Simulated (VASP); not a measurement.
# O2 in VASP: notebook

O2 is run at these levels: LDA; tasks: single point.

All numbers are computed with VASP 6.6.1; they aren't measurements. Logs are shortened: lines on timing, memory, paths and dates and some standing lists are left out, and cuts for length are marked.

## 1. The cell of the first run

The cell holds a molecule in a box, 2 atoms: a = 9.000 Å, b = 9.500 Å, c = 10.000 Å, α = 90.00°, β = 90.00°, γ = 90.00°.

## 2. Single point, LDA, collinear spin, ferromagnetic start

Contents of INCAR:

```
SYSTEM = O
  PREC = Accurate
  ENCUT = 520
  EDIFF = 1E-7
  ISMEAR = -1
  SIGMA = 0.05
  LREAL = .False.
  LASPH = .True.
  NELM = 150
  ALGO = Normal
  ISIF = 2
  LWAVE = .False.
  LCHARG = .True.
  ISPIN = 2
  MAGMOM = 1 1
  LORBIT = 11
  GGA = CA
  LELF = .True.
  LVHAR = .True.
  NBANDS = 17
```

Contents of KPOINTS:

```
Automatic mesh
0
Gamma
  1 1 1
  0 0 0
```

Contents of POSCAR:

```
O
1.0
    9.0000000000      0.0000000000      0.0000000000
    0.0000000000      9.5000000000      0.0000000000
    0.0000000000      0.0000000000     10.0000000000
O
2
Direct
    0.5000000000      0.5000000000      0.4400074474
    0.5000000000      0.5000000000      0.5599925526
```

Potentials or basis: VASP PAW LDA potentials, release 64 (O).

The run is started by

```sh
cat potpaw_LDA.64/O/POTCAR > POTCAR
mpirun -np 1 vasp_gam > vasp.out
```

OUTCAR:

```text
SYSTEM = O
   PREC = Accurate
   ENCUT = 520
   EDIFF = 1E-7
   ISMEAR = -1
   LREAL = .False.
   LASPH = .True.
   NELM = 150
   ISIF = 2
   ISPIN = 2
   LORBIT = 11
   GGA = CA

 ion  position               nearest neighbor table
   1  0.500  0.500  0.440-   2 1.20
   2  0.500  0.500  0.560-   1 1.20

  LATTYP: Found a simple orthorhombic cell.
 ALAT       =     9.0000000000
 B/A-ratio  =     1.0555555556
 C/A-ratio  =     1.1111111111

  Lattice vectors:

 A1 = (   9.0000000000,   0.0000000000,   0.0000000000)
 A2 = (   0.0000000000,   9.5000000000,   0.0000000000)
 A3 = (   0.0000000000,   0.0000000000,  10.0000000000)

Analysis of symmetry for initial positions (statically):
=====================================================================
 Subroutine PRICEL returns:
 Original cell was already a primitive cell.

 Routine SETGRP: Setting up the symmetry group for a
 simple orthorhombic supercell.

 Subroutine GETGRP returns: Found  8 space group operations
 (whereof  8 operations were pure point group operations)
 out of a pool of  8 trial point group operations.

The static configuration has the point symmetry D_2h.

Analysis of symmetry for dynamics (positions and initial velocities):
=====================================================================
 Subroutine PRICEL returns:
 Original cell was already a primitive cell.

 Routine SETGRP: Setting up the symmetry group for a
 simple orthorhombic supercell.

 Subroutine GETGRP returns: Found  8 space group operations
 (whereof  8 operations were pure point group operations)
 out of a pool of  8 trial point group operations.

The dynamic configuration has the point symmetry D_2h.

Analysis of structural, dynamic, and magnetic symmetry:
=====================================================================
 Subroutine PRICEL returns:
 Original cell was already a primitive cell.

 Routine SETGRP: Setting up the symmetry group for a
 simple orthorhombic supercell.

 Subroutine GETGRP returns: Found  8 space group operations
 (whereof  8 operations were pure point group operations)
 out of a pool of  8 trial point group operations.

The overall configuration has the point symmetry D_2h.

 Subroutine INISYM returns: Found  8 space group operations
 (whereof  8 operations are pure point group operations),
 and found     1 'primitive' translations

----------------------------------------------------------------------------------------

                                     Primitive cell

  volume of cell :     855.0000

  direct lattice vectors                    reciprocal lattice vectors
     9.000000000  0.000000000  0.000000000     0.111111111  0.000000000  0.000000000
     0.000000000  9.500000000  0.000000000     0.000000000  0.105263158  0.000000000
     0.000000000  0.000000000 10.000000000     0.000000000  0.000000000  0.100000000

  length of vectors
     9.000000000  9.500000000 10.000000000     0.111111111  0.105263158  0.100000000

  position of ions in fractional coordinates (direct lattice)
     0.500000000  0.500000000  0.440007447
     0.500000000  0.500000000  0.559992553

  ion indices of the primitive-cell ions
   primitive index   ion index
                 1           1
                 2           2

----------------------------------------------------------------------------------------

 KPOINTS: Automatic mesh

Automatic generation of k-mesh.
 Grid dimensions read from file:
 generate k-points for:    1    1    1

 Generating k-lattice:

  Cartesian coordinates                     Fractional coordinates (reciprocal lattice)
     0.111111111  0.000000000  0.000000000     1.000000000  0.000000000  0.000000000
     0.000000000  0.105263158  0.000000000     0.000000000  1.000000000  0.000000000
     0.000000000  0.000000000  0.100000000     0.000000000  0.000000000  1.000000000

  Length of vectors
     0.111111111  0.105263158  0.100000000

  Shift w.r.t. Gamma in fractional coordinates (k-lattice)
     0.000000000  0.000000000  0.000000000

 Subroutine IBZKPT returns following result:
 ===========================================

 Found      1 irreducible k-points:

 Following reciprocal coordinates:
            Coordinates               Weight
  0.000000  0.000000  0.000000      1.000000
   k-points           NKPTS =      1   k-points in BZ     NKDIM =      1   number of bands    NBANDS=     17
   number of dos      NEDOS =    301   number of ions     NIONS =      2
   total plane-waves  NPLWV = 403200
   dimension x,y,z NGX =    70 NGY =   72 NGZ =   80
   dimension x,y,z NGXF=   140 NGYF=  144 NGZF=  160
   ions per type =               2
   NGX,Y,Z   is equivalent  to a cutoff of  12.93, 12.60, 13.30 a.u.
   NGXF,Y,Z  is equivalent  to a cutoff of  25.86, 25.20, 26.60 a.u.
 SYSTEM =  O
   PREC   = accura    normal or accurate (medium, high low for compatibility)
   ISTART =      0    job   : 0-new  1-cont  2-samecut
   ICHARG =      2    charge: 1-file 2-atom 10-const
   ISPIN  =      2    spin polarized calculation?
   LNONCOLLINEAR =      F non collinear calculations
   LSORBIT =      F    spin-orbit coupling
   LASPH  =      T    aspherical Exc in radial PAW
   ENCUT  =  520.0 eV  38.22 Ry    6.18 a.u.  16.73 17.66 18.59*2*pi/ulx,y,z
   NELM   =    150;   NELMIN=  2; NELMDL= -5     # of ELM steps
   EDIFF  = 0.1E-06   stopping-criterion for ELM
   LREAL  =      F    real-space projection
   EDIFFG = 0.1E-05   stopping-criterion for IOM
   NSW    =      0    number of steps for IOM
   IBRION =     -1    ionic relax: 0-MD 1-quasi-New 2-CG
   NFREE  =      0    steps in history (QN), initial steepest desc. (CG)
   ISIF   =      2    stress and relaxation
   ISYM   =      2    0-nonsym 1-usesym 2-fastsym
   POTIM  = 0.5000    time-step for ionic-motion
   TEBEG  =    0.0;   TEEND  =   0.0 temperature during run
   PSTRESS=    0.0 pullay stress
   NELECT =      12.0000    total number of electrons
   NUPDOWN=      -1.0000    fix difference up-down
   EMIN   =  10.00;   EMAX   =-10.00  energy-range for DOS
   EFERMI =   0.00;   METHOD = LEGACY
   ISMEAR =    -1;   SIGMA  =   0.05  broadening in eV -4-tet -1-fermi 0-gaus
   EFERMI_NEDOS =   21; number of points for ismear=-14 and -15
   IALGO  =     38    algorithm
   IMIX   =      4    mixing-type and parameters
     AMIX     =   0.40;   BMIX     =  1.00
     AMIX_MAG =   1.60;   BMIX_MAG =  1.00
  volume/ion in A,a.u.               =     427.50      2884.91
  Fermi-wavevector in a.u.,A,eV,Ry     =   0.394893  0.746240  2.121703  0.155941
  Thomas-Fermi vector in A             =   1.339966
   LORBIT       =     11    0 simple, 1 ext, 2 COOP (PROOUT), +10 PAW based schemes
   GGA     = CA    functional components
   LHFCALC =     F    Hartree Fock is set to
   AEXX    =    0.0000 exact exchange contribution
   IVDW    =     0    specifies the selected vdW correction
   LEPSILON=     F    determine dielectric tensor
   LRPA    =     F    only Hartree local field effects (RPA)
 spin polarized calculation
  energy-cutoff  :      520.00
  volume of cell :      855.00
 maximum number of plane-waves:     11510
 NGX is ok and might be reduce to    70
   NGX = 33   NGY = 35   NGZ = 37

 number of electron      12.0000002 magnetization       2.0000000

 Free energy of the ion-electron system (eV)
  ---------------------------------------------------
  ext. energy  EPLUGINS =         0.00000000
  ---------------------------------------------------
  free energy    TOTEN  =       -10.45775840 eV

  energy without entropy =      -10.45775839  energy(sigma->0) =      -10.45775840

 E-fermi :  -5.6952     XC(G=0):  -0.6187

 val. band max:       -6.6780368430   @ k =   0.0000   0.0000   0.0000
 cond. band min:      -4.7129608034   @ k =   0.0000   0.0000   0.0000
 fundamental gap:      1.9650760396
 Fermi energy:        -5.6951746221

 spin component 1

 k-point     1 :       0.0000    0.0000    0.0000
  band No.  band energies     occupation
      1     -33.1498      1.00000
      2     -20.0291      1.00000
      3     -13.6461      1.00000
      4     -13.6461      1.00000
      5     -13.6301      1.00000
      6      -6.6781      1.00000
[... 9 lines left out ...]
     16       2.8927      0.00000
     17       2.9051      0.00000
 Fermi energy:        -5.6951746221

 spin component 2

 k-point     1 :       0.0000    0.0000    0.0000
  band No.  band energies     occupation
      1     -31.9324      1.00000
      2     -18.4093      1.00000
      3     -12.5340      1.00000
      4     -12.0005      1.00000
      5     -12.0005      1.00000
      6      -4.7130      0.00000
[... 9 lines left out ...]
     16       2.9444      0.00000
     17       2.9494      0.00000

------------------------ aborting loop because EDIFF is reached ----------------------------------------

  FORCE on cell =-STRESS in cart. coord.  units (eV):
  Direction    XX          YY          ZZ          XY          YZ          ZX
  --------------------------------------------------------------------------------------
  -------------------------------------------------------------------------------------
  Total       -0.0684414     -0.0683494      2.0564928      0.0000000      0.0000000      0.0000000
  in kB       -0.1282518     -0.1280793      3.8536447      0.0000000      0.0000000      0.0000000
  external PRESSURE =       1.1991045 kB  Pullay stress =       0.0000000 kB

 VOLUME and BASIS-vectors are now :
 -----------------------------------------------------------------------------
  energy-cutoff  :      520.00
  volume of cell :      855.00
      direct lattice vectors                 reciprocal lattice vectors
     9.000000000  0.000000000  0.000000000     0.111111111  0.000000000  0.000000000
     0.000000000  9.500000000  0.000000000     0.000000000  0.105263158  0.000000000
     0.000000000  0.000000000 10.000000000     0.000000000  0.000000000  0.100000000

 POSITION                                       TOTAL-FORCE (eV/Angst)
 -----------------------------------------------------------------------------------
      4.50000      4.75000      4.40007         0.000000      0.000000     -1.782401
      4.50000      4.75000      5.59993         0.000000      0.000000      1.782401
 -----------------------------------------------------------------------------------
    total drift:                                0.000000      0.000000     -0.000000

  FREE ENERGIE OF THE ION-ELECTRON SYSTEM (eV)
  ---------------------------------------------------
  free  energy   TOTEN  =       -10.4577584014 eV

  energy  without entropy=      -10.4577583893  energy(sigma->0) =      -10.45775840

 total charge

# of ion       s       p       d       tot
------------------------------------------
    1        1.602   3.321   0.000   4.924
    2        1.602   3.321   0.000   4.924
--------------------------------------------------
tot          3.205   6.643   0.000   9.848

 magnetization (x)

# of ion       s       p       d       tot
------------------------------------------
    1        0.008   0.795   0.000   0.803
    2        0.008   0.795   0.000   0.803
--------------------------------------------------
tot          0.016   1.590   0.000   1.606
```

Run time: 44 s. Hardware: 1 thread of Intel Xeon Platinum 8559C (Emerald Rapids), shared host; peak memory 0.64 GiB.

What came out:

```
Free energy                                           : -10.4578 eV
Largest force                                         : 1.782 eV/Å
Gap between the frontier levels                       : 1.97 eV
Net moment                                            : 2.00 μB per cell
Site moments                                          : O +0.80 μB
Valence electrons inside the program's atomic spheres : O 4.92
```

Forces on the atoms (eV/Å):
```
O    0.000  0.000 -1.782
O    0.000  0.000  1.782
```

Caveat: the standard files for N, O and F lose accuracy on very short bonds.

## 3. Single point, LDA, collinear spin, ferromagnetic start

INCAR: that of step 2 with these lines changed.

```diff
@@ -2,4 +2,4 @@
   PREC = Accurate
-  ENCUT = 520
-  EDIFF = 1E-7
+  ENCUT = 910
+  EDIFF = 1E-6
   ISMEAR = -1
@@ -8,3 +8,3 @@
   LASPH = .True.
-  NELM = 150
+  NELM = 200
   ALGO = Normal
@@ -20 +20,3 @@
   NBANDS = 17
+  GGA_COMPAT = .False.
+  NELMDL = -8
```

KPOINTS is that of step 2.

POSCAR is that of step 2.

Potentials or basis: VASP PAW LDA potentials, release 64 (O_h).

The run is started by

```sh
cat potpaw_LDA.64/O_h/POTCAR > POTCAR
mpirun -np 1 vasp_gam > vasp.out
```

OUTCAR:

```text
SYSTEM = O
   PREC = Accurate
   ENCUT = 910
   EDIFF = 1E-6
   ISMEAR = -1
   LREAL = .False.
   LASPH = .True.
   NELM = 200
   ISIF = 2
   ISPIN = 2
   LORBIT = 11
   GGA = CA
   NELMDL = -8

 ion  position               nearest neighbor table
   1  0.500  0.500  0.440-   2 1.20
   2  0.500  0.500  0.560-   1 1.20

  LATTYP: Found a simple orthorhombic cell.
 ALAT       =     9.0000000000
 B/A-ratio  =     1.0555555556
 C/A-ratio  =     1.1111111111

  Lattice vectors:

 A1 = (   9.0000000000,   0.0000000000,   0.0000000000)
 A2 = (   0.0000000000,   9.5000000000,   0.0000000000)
 A3 = (   0.0000000000,   0.0000000000,  10.0000000000)

Analysis of symmetry for initial positions (statically):
=====================================================================
 Subroutine PRICEL returns:
 Original cell was already a primitive cell.

 Routine SETGRP: Setting up the symmetry group for a
 simple orthorhombic supercell.

[... 191 lines left out ...]
      2     -18.4319      1.00000
      3     -12.5663      1.00000
      4     -11.9549      1.00000
      5     -11.9548      1.00000
      6      -4.6636      0.00000
[... 9 lines left out ...]
     16       2.9643      0.00000
     17       2.9709      0.00000

------------------------ aborting loop because EDIFF is reached ----------------------------------------

  FORCE on cell =-STRESS in cart. coord.  units (eV):
  Direction    XX          YY          ZZ          XY          YZ          ZX
  --------------------------------------------------------------------------------------
  -------------------------------------------------------------------------------------
  Total       -0.1190200     -0.1163336      0.4332251     -0.0000000      0.0000000      0.0000000
  in kB       -0.2230306     -0.2179965      0.8118169     -0.0000000      0.0000000      0.0000000
  external PRESSURE =       0.1235966 kB  Pullay stress =       0.0000000 kB

 VOLUME and BASIS-vectors are now :
 -----------------------------------------------------------------------------
  energy-cutoff  :      910.00
  volume of cell :      855.00
      direct lattice vectors                 reciprocal lattice vectors
     9.000000000  0.000000000  0.000000000     0.111111111  0.000000000  0.000000000
     0.000000000  9.500000000  0.000000000     0.000000000  0.105263158  0.000000000
     0.000000000  0.000000000 10.000000000     0.000000000  0.000000000  0.100000000

 POSITION                                       TOTAL-FORCE (eV/Angst)
 -----------------------------------------------------------------------------------
      4.50000      4.75000      4.40007         0.000000      0.000000     -0.443658
      4.50000      4.75000      5.59993         0.000000      0.000000      0.443658
 -----------------------------------------------------------------------------------
    total drift:                                0.000000     -0.000000      0.000000

  FREE ENERGIE OF THE ION-ELECTRON SYSTEM (eV)
  ---------------------------------------------------
  free  energy   TOTEN  =       -10.6637316653 eV

  energy  without entropy=      -10.6637316537  energy(sigma->0) =      -10.66373166

 total charge

# of ion       s       p       d       tot
------------------------------------------
    1        1.076   2.235   0.000   3.311
    2        1.076   2.235   0.000   3.311
--------------------------------------------------
tot          2.152   4.470   0.000   6.622

 magnetization (x)

# of ion       s       p       d       tot
------------------------------------------
    1        0.013   0.607   0.000   0.620
    2        0.013   0.607   0.000   0.620
--------------------------------------------------
tot          0.026   1.214   0.000   1.240
```

OSZICAR:

```text
N       E                     dE             d eps       ncg     rms          rms(c)
DAV:   1     0.148671468620E+03    0.14867E+03   -0.38128E+03    76   0.640E+02
DAV:   2     0.468638125429E+02   -0.10181E+03   -0.98576E+02   126   0.833E+01
[... 17 lines left out ...]
DAV:  20    -0.106637026359E+02   -0.32726E-04   -0.80554E-07    68   0.291E-03    0.623E-04
DAV:  21    -0.106637172370E+02   -0.14601E-04   -0.22394E-07    76   0.157E-03    0.426E-04
DAV:  22    -0.106637281348E+02   -0.10898E-04   -0.22806E-07    84   0.154E-03    0.221E-04
DAV:  23    -0.106637302286E+02   -0.20937E-05   -0.29240E-08    85   0.606E-04    0.126E-04
DAV:  24    -0.106637313360E+02   -0.11074E-05   -0.12782E-08    70   0.451E-04    0.753E-05
DAV:  25    -0.106637316653E+02   -0.32931E-06   -0.49686E-09    78   0.314E-04
   1 F= -.10663732E+02 E0= -.10663732E+02  d E =-.116537E-07  mag=     2.0000
```

stdout:

```text
POSCAR found type information on POSCAR O
 POSCAR found :  1 types and       2 ions
 scaLAPACK will be used
 LDA part: xc-table for (Slater(with rela. corr.)+CA(PZ))
 , standard interpolation
 POSCAR, INCAR and KPOINTS ok, starting setup
 FFT: planning ... GRIDC
 FFT: planning ... GRID_SOFT
 FFT: planning ... GRID
 WAVECAR not read
 entering main loop
```

Run time: 2.5 min. Hardware: 1 thread of Intel Xeon 6975P-C (Granite Rapids), shared host; peak memory 1 GiB.

Results:

- Free energy: -10.6637 eV
- Largest force: 0.444 eV/Å
- Gap between the frontier levels: 1.97 eV
- Net moment: 2.00 μB per cell
- Site moments: O +0.62 μB
- Valence electrons inside the program's atomic spheres: O 3.31

Forces on the atoms (eV/Å):
```
O    0.000  0.000 -0.444
O    0.000  0.000  0.444
```

Levels at points of the mesh, in eV from the valence-band top:
Spin up:
```tsv
k point	band 5	band 6	band 7	band 8	band 9	band 10
(0.00, 0.00, 0.00)	-6.97	0.00	0.00	6.42	7.68	7.94
```
Spin down:
```csv
k point,band 2,band 3,band 4,band 5,band 6,band 7,band 8,band 9
"(0.00, 0.00, 0.00)",-11.80,-5.93,-5.32,-5.32,1.97,1.97,6.47,7.79
```

Caveat: the cutoff is under 1.25 times the usual one of these potentials, so pressure, stress and relaxed cells hold a basis-set (Pulay) error.
